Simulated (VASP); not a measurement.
Runs of VASP 6.6.1 on Ge. The structure is that of space group Fd-3m (No. 227), or close to it. The cells are those of the table. 

```csv
task,cell,cutoff (eV),gap on the mesh (eV),pressure (GPa)
relaxation of cell and atoms,"relaxed from a = 4.001 Å, angles 60.0°, 2 atoms",600,none,0.0
single point,"a = 3.973 Å, angles 60.0°, 2 atoms",520,(b),1.8
single point,"a = 3.931 Å, angles 60.0°, 2 atoms",520,0.29,4.7
single point,"a = 4.053 Å, angles 60.0°, 2 atoms",520,none,(a)
single point,"a = 4.092 Å, angles 60.0°, 2 atoms",520,none,-3.8
```

Alike in all rows: level PBEsol; potentials or basis VASP PAW PBE potentials, release 64 (Ge_d); no spin polarisation; k mesh 14 × 14 × 14; smearing gaussian 0.1 eV.

Problem. Estimate the missing entries.

Solution. (a) -2.3; (b) 0.19.

Caveats: the PAW data sets were made with another functional, which shifts forces and pressure a little.

A k mesh can miss the band edges, and the runs leave out spin-orbit coupling on Ge.

A gap of «none» marks levels without a gap at the run's occupations.
